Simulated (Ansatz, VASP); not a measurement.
Two plane-wave programs on CuAu

File INCAR:

```
PREC = Accurate
ENCUT = 600
EDIFF = 1E-6
ISMEAR = 0
SIGMA = 0.1
LREAL = False
LASPH = True
NELM = 120
ALGO = Normal
ISIF = 2
LWAVE = False
LCHARG = False
GGA = PE
NBANDS = 18
GGA_COMPAT = False
```

Contents of KPOINTS:

```
regular mesh
0
Gamma
  6 6 6
```

The input POSCAR:

```
CuAu
1.0
    2.8507022900      0.0000000000      0.0000000000
    0.0000000000      2.8507022900      0.0000000000
    0.0000000000      0.0000000000      3.5816087700
Cu Au
1 1
Direct
    0.5000000000      0.5000000000      0.5000000000
    0.0000000000      0.0000000000      0.0000000000
```

Input for Ansatz:

```yaml
crystal:
  lattice:
    - [2.85070229, 0.0, 0.0]
    - [0.0, 2.85070229, 0.0]
    - [0.0, 0.0, 3.58160877]
  atoms:
    - { symbol: Cu, position: [0.5, 0.5, 0.5] }
    - { symbol: Au, position: [0.0, 0.0, 0.0] }
basis:
  ecutwfc: 420
kpoints:
  mp_grid: { grid: [6, 6, 6] }
hamiltonian:
  xc: pbe
scf:
  occupations: { method: gaussian, width: 0.1 }
output:
  forces: true
  stress: true
  eigenvalues: true
```

Alike in both runs: task single point; functional PBE; k mesh 6 × 6 × 6; occupations gaussian, width 0.1 eV; no spin polarisation.

|  | VASP | Ansatz |
| --- | --- | --- |
| version | VASP 6.6.1 | Ansatz 0.2.0 |
| potentials or method | VASP PAW PBE potentials, release 64 (Cu, Au), cutoff 600 eV | scalar-relativistic, plane waves, PAW |
| valence electrons in the cell | 22 | 38 |

|  | VASP | Ansatz | Ansatz less VASP |
| --- | --- | --- | --- |
| gap on the k mesh at the Fermi level (eV) | none | none | - |
| pressure (GPa) | 5.1 | 5.1 | -0.05 |
| traceless stress, the component that is largest in VASP (GPa) | -1.52 | -1.62 | -0.100 |

A gap of «none» marks a metal or a gap that the smearing closes. VASP's potentials hold 22 valence electrons a cell and Ansatz's 38, so a difference there can come from the potentials and not from the codes.

The k mesh is coarse, so the values compare programs but aren't converged. Spin-orbit coupling is off throughout.
